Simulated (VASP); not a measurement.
Here is a VASP 6.6.1 calculation.

INCAR

```
ALGO = Normal ; DIPOL = 0.5 0.5 0.327
EDIFF = 1E-6 ; ENCUT = 520
GGA = PE ; IDIPOL = 3
ISIF = 2 ; ISMEAR = 0
ISPIN = 2 ; IVDW = 12
LASPH = True ; LCHARG = False
LDIPOL = True ; LORBIT = 11
LREAL = False ; LWAVE = False
MAGMOM = 0 0 0 0 2 ; NBANDS = 23
NELM = 150 ; PREC = Accurate
SIGMA = 0.05
```

The input KPOINTS:

```
k-points
0
Gamma
  7 7 1
```

The input POSCAR:

```
Si4O
1.0
    3.8333442603      0.0000000000      0.0000000000
    0.0000000000      3.8333442603      0.0000000000
    0.0000000000      0.0000000000     21.1034818054
Si O
4 1
Direct
    0.0000000000      0.5000000000      0.1895421825
    0.0000000000      0.0000000000      0.2537634268
    0.5000000000      0.0000000000      0.3207061911
    0.5000000000      0.5000000000      0.3839879068
    0.7500000000      0.8750000000      0.4882361072
```

Potentials or basis: VASP PAW PBE potentials, release 64 (Si, O).

Launch:

```console
$ cat potpaw_PBE.64/Si/POTCAR potpaw_PBE.64/O/POTCAR > POTCAR
$ mpirun -np 1 vasp_std > vasp.out
```

(1) What does it give for the site moments?

(2) Predict the dispersion energy per atom.

Results:

(1) Si -0.01, +0.00, -0.00 (each value once); O +1.25 μB.

(2) -0.200 eV.
